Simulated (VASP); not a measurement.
# HfO2: single point with PBEsol

Crystal: HfO2.

```
Hf O
1.0
    -4.21728    0.00000   -5.19497
     5.09568    5.17706   -0.00192
     5.09568   -5.17706   -0.00192
Hf O
8 16
Direct
  0.29182 0.01301 0.55596
  0.29182 0.51301 0.05596
  0.20818 0.44404 0.48699
  0.20818 0.94404 0.98699
  0.70818 0.48699 0.94404
  0.70818 0.98699 0.44404
  0.79182 0.05596 0.01301
  0.79182 0.55596 0.51301
  0.02001 0.10448 0.36266
  0.02001 0.60448 0.86266
  0.47999 0.13734 0.89552
  0.47999 0.63734 0.39552
  0.97999 0.39552 0.13734
  0.97999 0.89552 0.63734
  0.52001 0.36266 0.60448
  0.52001 0.86266 0.10448
  0.65912 0.03385 0.69651
  0.65912 0.53385 0.19651
  0.84088 0.80349 0.96615
  0.84088 0.30349 0.46615
  0.34088 0.46615 0.80349
  0.34088 0.96615 0.30349
  0.15912 0.69651 0.53385
  0.15912 0.19651 0.03385
```

```
Program                : VASP 6.6.1
Task                   : single point
Functional             : PBEsol
Potentials or basis    : VASP PAW PBE potentials, release 64 (Hf_pv, O)
Cutoff                 : 520 eV
k mesh                 : 2 × 2 × 2, shifted
Occupations            : gaussian, width 0.02 eV
Spin                   : no spin polarisation
Dipole correction      : no
Further INCAR settings : LREAL = Auto; ALGO = Normal; EDIFF = 1e-07; NBANDS = 106
```

```yaml
Pressure: -3.0 GPa
Largest_force: 0.071 eV/Å
Band_gap_on_the_k_mesh: 4.27 eV
```

Forces in eV/Å, atoms in the order of the input:
```
Hf  -0.040 -0.013 -0.057
Hf  -0.040 -0.013 -0.057
Hf   0.040 -0.013  0.057
Hf   0.040 -0.013  0.057
Hf   0.040  0.013  0.057
Hf   0.040  0.013  0.057
Hf  -0.040  0.013 -0.057
Hf  -0.040  0.013 -0.057
O    0.046  0.000 -0.010
O    0.046  0.000 -0.010
O   -0.046  0.000  0.010
O   -0.046  0.000  0.010
O   -0.046  0.000  0.010
O   -0.046  0.000  0.010
O    0.046  0.000 -0.010
O    0.046  0.000 -0.010
O    0.010 -0.002  0.037
O    0.010 -0.002  0.037
O   -0.010 -0.002 -0.037
O   -0.010 -0.002 -0.037
O   -0.010  0.002 -0.037
O   -0.010  0.002 -0.037
O    0.010  0.002  0.037
O    0.010  0.002  0.037
```

Stress tensor (GPa, compression positive):
```
-3.01  0.00 -0.20
 0.00 -3.05  0.00
-0.20  0.00 -3.05
```

Levels at points of the mesh, in eV from the valence-band top:
```tsv
k point	band 85	band 86	band 87	band 88	band 89	band 90	band 91	band 92
(0.25, 0.25, 0.25)	-0.64	-0.64	-0.48	-0.37	4.42	4.60	4.77	4.77
```

Run time: 4.5 min on 1 thread of Intel Xeon 6975P-C, on a shared host, peak memory 0.39 GiB.

Caveat: the k points lie up to 0.60 Å⁻¹ apart; the PAW data sets were made with another functional, which shifts forces and pressure a little; spin-orbit coupling is left out, which moves the levels of the heavy elements. A k mesh can miss the band edges.
